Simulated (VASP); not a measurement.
Write the native input for VASP 6.6.1 that does the following.

```yaml
Task: single point
Functional: PBEsol
Potentials_or_basis: VASP PAW PBE potentials, release 64 (Ga_d, P, As)
Cutoff: 520 eV
k_mesh: 4 × 3 × 2
Occupations: fermi-dirac, width 0.05 eV
Spin: no spin polarisation
Dipole_correction: no
Further_INCAR_settings: ALGO = Normal; EDIFF = 1e-07; NBANDS = 46
```

The structure of Ga4AsP3 (an interface model) lies in POSCAR:

```
Ga4AsP3
1.0
    2.8300000000     -2.8300000000      0.0000000000
    0.0000000000      0.0000000000      5.6600000000
   -5.3692650000     -5.3692650000      0.0000000000
Ga P As
4 3 1
Direct
    0.0220300000      0.9998090000      0.0022870000
    0.9928130000      0.0136050000      0.5059220000
    0.4832280000      0.5074420000      0.7643460000
    0.5077550000      0.5024450000      0.2647450000
    0.9920750000      0.2610850000      0.7590340000
    0.0099820000      0.2390340000      0.2624810000
    0.4850650000      0.7318810000      0.5084970000
    0.4845020000      0.7438210000      0.9988730000
```

The input as run:

INCAR

```
SYSTEM = Ga4AsP3
PREC = Accurate
ENCUT = 520
EDIFF = 1E-7
ISMEAR = -1
SIGMA = 0.05
LREAL = .False.
LASPH = .True.
NELM = 80
ALGO = Normal
ISIF = 2
LWAVE = .False.
LCHARG = .False.
GGA = PS
NBANDS = 46
```

KPOINTS

```
Automatic mesh
0
Gamma
  4 3 2
  0 0 0
```

Potentials or basis: VASP PAW PBE potentials, release 64 (Ga_d, P, As).

Command:

```sh
$ cat potpaw_PBE.64/Ga_d/POTCAR potpaw_PBE.64/P/POTCAR potpaw_PBE.64/As/POTCAR > POTCAR
$ mpirun -np 1 vasp_std > vasp.out
```

It gave:

```
Pressure               : -1.0 GPa
Largest force          : 2.477 eV/Å
Band gap on the k mesh : 0.93 eV
```

Caveat: the PAW data sets were made with another functional, which shifts forces and pressure a little.

It took 3.8 min on 1 thread of Intel Xeon 8259CL (shared host), peak memory 0.3 GiB.
